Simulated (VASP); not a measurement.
# Nb2BS2 (P-3m1) in VASP: single point with r2SCAN

Aim: the single point of Nb2BS2 with r2SCAN.

All numbers are computed with VASP 6.6.1; they aren't measurements. Logs are shortened: lines on timing, memory, paths and dates and some standing lists are left out, and cuts for length are marked.

## 1. The cell of the first run

Symmetry: P-3m1, No. 164, trigonal system. The conventional cell has a = 3.273 Å, b = 3.273 Å, c = 8.557 Å, α = 90.00°, β = 90.00°, γ = 120.00°. Within 3.0 Å of Nb (site symmetry 3m) lie 3 B at 2.28 Å and 3 S at 2.47 Å. S (site symmetry 3m) has 3 Nb at 2.47 Å and 6 S at 3.27 Å within 3.3 Å. B (site symmetry -3m) has 6 Nb at 2.28 Å within 3.0 Å.

## 2. Single point, r2SCAN

File POSCAR:

```
Nb2BS2
1.0
    3.2728002231     -0.0000002916      0.0000000000
   -1.6363998591      2.8343282805      0.0000000000
    0.0000000000      0.0000000000      8.5569316700
Nb S B
2 2 1
Direct
    0.3333333333      0.6666666667      0.1492477273
    0.6666666667      0.3333333333      0.8507522727
    0.3333333333      0.6666666667      0.6654105573
    0.6666666667      0.3333333333      0.3345894427
    0.0000000000      0.0000000000      0.0000000000
```

File INCAR.step1:

```
SYSTEM = Nb2BS2
PREC     = Accurate       ! precision mode
ENCUT    = 520            ! plane-wave cutoff, eV
ISMEAR   = -1             ! smearing method
SIGMA    = 0.1            ! smearing width, eV
LREAL    = .FALSE.        ! projectors in reciprocal space
LASPH    = .TRUE.         ! aspherical terms in the spheres
NELM     = 80             ! most SCF steps
NBANDS   = 28             ! bands
GGA      = PE             ! functional
ALGO     = Normal         ! electronic algorithm
EDIFF    = 1E-4           ! SCF threshold, eV
LWAVE    = .TRUE.         ! write WAVECAR
LCHARG   = .FALSE.        ! write CHGCAR
```

File INCAR.step2:

```
SYSTEM = Nb2BS2
PREC     = Accurate       ! precision mode
ENCUT    = 520            ! plane-wave cutoff, eV
EDIFF    = 1E-7           ! SCF threshold, eV
ISMEAR   = -1             ! smearing method
SIGMA    = 0.1            ! smearing width, eV
LREAL    = .FALSE.        ! projectors in reciprocal space
LASPH    = .TRUE.         ! aspherical terms in the spheres
NELM     = 80             ! most SCF steps
ALGO     = Normal         ! electronic algorithm
ISIF     = 2              ! what is computed and relaxed
LWAVE    = .FALSE.        ! write WAVECAR
LCHARG   = .FALSE.        ! write CHGCAR
METAGGA  = R2SCAN         ! meta-GGA
LMIXTAU  = .TRUE.       
NBANDS   = 28             ! bands
ISTART   = 1
```

File KPOINTS:

```
regular mesh
0
G
  9 9 3
  0 0 0
```

Potentials or basis: VASP PAW PBE potentials, release 64 (Nb_sv, S, B).

Command:

```
$ cat potpaw_PBE.64/Nb_sv/POTCAR potpaw_PBE.64/S/POTCAR potpaw_PBE.64/B/POTCAR > POTCAR
$ cp INCAR.step1 INCAR
$ mpirun -np 1 vasp_std > vasp.out
$ cp INCAR.step2 INCAR
$ mpirun -np 1 vasp_std > vasp.out
```

OUTCAR:

```text
SYSTEM = Nb2BS2
   PREC = Accurate
   ENCUT = 520
   EDIFF = 1E-7
   ISMEAR = -1
   LREAL = .FALSE.
   LASPH = .TRUE.
   NELM = 80
   ISIF = 2
   METAGGA = R2SCAN
   ISTART = 1

 ion  position               nearest neighbor table
   1  0.333  0.667  0.149-   5 2.28   5 2.28   5 2.28   4 2.47   4 2.47   4 2.47
   2  0.667  0.333  0.851-   5 2.28   5 2.28   5 2.28   3 2.47   3 2.47   3 2.47
   3  0.333  0.667  0.665-   2 2.47   2 2.47   2 2.47
   4  0.667  0.333  0.335-   1 2.47   1 2.47   1 2.47
   5  0.000  0.000  0.000-   1 2.28   2 2.28   2 2.28   1 2.28   2 2.28   1 2.28

  LATTYP: Found a hexagonal cell.
 ALAT       =     3.2728002231
 C/A-ratio  =     2.6145597307

  Lattice vectors:

 A1 = (   3.2728002231,  -0.0000002916,   0.0000000000)
 A2 = (  -1.6363998591,   2.8343282805,   0.0000000000)
 A3 = (   0.0000000000,   0.0000000000,   8.5569316700)

Analysis of symmetry for initial positions (statically):
=====================================================================
 Subroutine PRICEL returns:
 Original cell was already a primitive cell.

 Routine SETGRP: Setting up the symmetry group for a
 hexagonal supercell.

 Subroutine GETGRP returns: Found 12 space group operations
 (whereof 12 operations were pure point group operations)
 out of a pool of 24 trial point group operations.

The static configuration has the point symmetry D_3d.

Analysis of symmetry for dynamics (positions and initial velocities):
=====================================================================
 Subroutine PRICEL returns:
 Original cell was already a primitive cell.

 Routine SETGRP: Setting up the symmetry group for a
 hexagonal supercell.

 Subroutine GETGRP returns: Found 12 space group operations
 (whereof 12 operations were pure point group operations)
 out of a pool of 24 trial point group operations.

The dynamic configuration has the point symmetry D_3d.

 Subroutine INISYM returns: Found 12 space group operations
 (whereof 12 operations are pure point group operations),
 and found     1 'primitive' translations

----------------------------------------------------------------------------------------

                                     Primitive cell

[... 92 lines left out ...]
   LSORBIT =      F    spin-orbit coupling
   LASPH  =      T    aspherical Exc in radial PAW
   ENCUT  =  520.0 eV  38.22 Ry    6.18 a.u.   6.09  6.09 15.91*2*pi/ulx,y,z
   NELM   =     80;   NELMIN=  2; NELMDL=  0     # of ELM steps
   EDIFF  = 0.1E-06   stopping-criterion for ELM
   LREAL  =      F    real-space projection
   EDIFFG = 0.1E-05   stopping-criterion for IOM
   NSW    =      0    number of steps for IOM
   IBRION =     -1    ionic relax: 0-MD 1-quasi-New 2-CG
   NFREE  =      0    steps in history (QN), initial steepest desc. (CG)
   ISIF   =      2    stress and relaxation
   ISYM   =      2    0-nonsym 1-usesym 2-fastsym
   POTIM  = 0.5000    time-step for ionic-motion
   TEBEG  =    0.0;   TEEND  =   0.0 temperature during run
   PSTRESS=    0.0 pullay stress
   NELECT =      41.0000    total number of electrons
   NUPDOWN=      -1.0000    fix difference up-down
   EMIN   =  10.00;   EMAX   =-10.00  energy-range for DOS
   EFERMI =   0.00;   METHOD = LEGACY
   ISMEAR =    -1;   SIGMA  =   0.10  broadening in eV -4-tet -1-fermi 0-gaus
   EFERMI_NEDOS =   21; number of points for ismear=-14 and -15
   IALGO  =     38    algorithm
   IMIX   =      4    mixing-type and parameters
     AMIX     =   0.40;   BMIX     =  1.00
     AMIX_MAG =   1.60;   BMIX_MAG =  1.00
  volume/ion in A,a.u.               =      15.88       107.13
  Fermi-wavevector in a.u.,A,eV,Ry     =   1.313531  2.482213 23.474987  1.725363
  Thomas-Fermi vector in A             =   2.443847
   LORBIT       =      0    0 simple, 1 ext, 2 COOP (PROOUT), +10 PAW based schemes
   METAGGA = R2SCAN    functional components
   LHFCALC =     F    Hartree Fock is set to
   AEXX    =    0.0000 exact exchange contribution
   IVDW    =     0    specifies the selected vdW correction
   LEPSILON=     F    determine dielectric tensor
   LRPA    =     F    only Hartree local field effects (RPA)
 non-spin polarized calculation
  energy-cutoff  :      520.00
  volume of cell :       79.38
 maximum number of plane-waves:      2158
   NGX = 13   NGY = 13   NGZ = 31

 number of electron      41.0000003 magnetization

 Free energy of the ion-electron system (eV)
  ---------------------------------------------------
  ext. energy  EPLUGINS =         0.00000000
  ---------------------------------------------------
  free energy    TOTEN  =       -78.05093447 eV

  energy without entropy =      -77.98256140  energy(sigma->0) =      -78.01674793

 E-fermi :   8.2026     XC(G=0): -12.0299

 val. band max:        8.2018762815   @ k =  -0.0000   0.1111   0.3333
 cond. band min:       8.2207293375   @ k =   0.4444   0.1111   0.3333
 fundamental gap:      0.0188530560
 Fermi energy:         8.2026187797

 k-point     1 :       0.0000    0.0000    0.0000
  band No.  band energies     occupation
      1     -48.7712      2.00000
      2     -48.7181      2.00000
      3     -24.3540      2.00000
      4     -23.9667      2.00000
      5     -23.9402      2.00000
      6     -23.9402      2.00000
[... 733 lines left out ...]
     27      11.9894      0.00000
     28      13.7266      0.00000

 [... further k-points ...]

------------------------ aborting loop because EDIFF is reached ----------------------------------------

  FORCE on cell =-STRESS in cart. coord.  units (eV):
  Direction    XX          YY          ZZ          XY          YZ          ZX
  --------------------------------------------------------------------------------------
  -------------------------------------------------------------------------------------
  Total        3.2303740      3.2303740      2.0181197     -0.0000000      0.0000000      0.0000000
  in kB       65.2042187     65.2042187     40.7351969     -0.0000000      0.0000000      0.0000000
  external PRESSURE =      57.0478781 kB  Pullay stress =       0.0000000 kB

 VOLUME and BASIS-vectors are now :
 -----------------------------------------------------------------------------
  energy-cutoff  :      520.00
  volume of cell :       79.38
      direct lattice vectors                 reciprocal lattice vectors
     3.272800223 -0.000000292  0.000000000     0.305548760  0.176408623  0.000000000
    -1.636399859  2.834328280  0.000000000     0.000000031  0.352817300  0.000000000
     0.000000000  0.000000000  8.556931670     0.000000000  0.000000000  0.116864320

 POSITION                                       TOTAL-FORCE (eV/Angst)
 -----------------------------------------------------------------------------------
      0.00000      1.88955      1.27710         0.000000     -0.000000      0.015337
      1.63640      0.94478      7.27983        -0.000000     -0.000000     -0.015337
      0.00000      1.88955      5.69387         0.000000     -0.000000      0.023789
      1.63640      0.94478      2.86306        -0.000000      0.000000     -0.023789
      0.00000      0.00000      0.00000        -0.000000      0.000000     -0.000000
 -----------------------------------------------------------------------------------
    total drift:                                0.000000      0.000000     -0.000000

  FREE ENERGIE OF THE ION-ELECTRON SYSTEM (eV)
  ---------------------------------------------------
  free  energy   TOTEN  =       -78.0509344707 eV

  energy  without entropy=      -77.9825613965  energy(sigma->0) =      -78.01674793
```

Run time: 3.8 min. Hardware: 1 thread of AMD EPYC 9R45 (Zen 5), shared host; peak memory 0.2 GiB.

Results:

* Free energy: -78.0509 eV
* Pressure: 5.7 GPa
* Largest force: 0.024 eV/Å

Forces on the atoms (eV/Å):
```
Nb   0.000  0.000  0.015
Nb   0.000  0.000 -0.015
S    0.000  0.000  0.024
S    0.000  0.000 -0.024
B    0.000  0.000  0.000
```

Levels at points of the mesh, in eV from the Fermi level:
| k point | band 18 | band 19 | band 20 | band 21 | band 22 | band 23 | band 24 | band 25 |
| --- | --- | --- | --- | --- | --- | --- | --- | --- |
| (0.00, 0.00, 0.00) | -0.10 | -0.07 | -0.07 | -0.04 | 0.72 | 0.72 | 1.84 | 1.84 |

Caveat: the PAW data sets were made with another functional, which shifts forces and pressure a little.
